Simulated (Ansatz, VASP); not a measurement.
One calculation of KNbO3, two programs

```xyz
5
Lattice="4.0292 0.0000 0.0000 0.0000 4.0292 0.0000 0.0000 0.0000 4.0292" Properties=species:S:1:pos:R:3 pbc="T T T"
K     0.0000    0.0000    0.0000
Nb    2.0146    2.0146    2.0146
O     0.0000    2.0146    2.0146
O     2.0146    0.0000    2.0146
O     2.0146    2.0146    0.0000
```

Alike in both runs: task single point; functional PBEsol; k mesh 6 × 6 × 6; no spin polarisation; Hubbard terms Nb d U = 1.0 eV.

|  | VASP | Ansatz |
| --- | --- | --- |
| version | VASP 6.6.1 | Ansatz 0.2.0 |
| potentials or method | VASP PAW PBE potentials, release 64 (K_sv, Nb_sv, O) | plane waves, PAW |
| plane-wave cutoff (eV) | 600 | 420 |
| occupations | gaussian, width 0.01 eV | fixed |
| valence electrons in the cell | 40 | 40 |

|  | VASP | Ansatz | Ansatz less VASP |
| --- | --- | --- | --- |
| gap on the k mesh at the Fermi level (eV) | 1.56 | 1.55 | -0.005 |

VASP's potentials were made for PBE, not for PBEsol. The programs project onto different local orbitals, so the same U acts differently, and such runs can settle in different states.
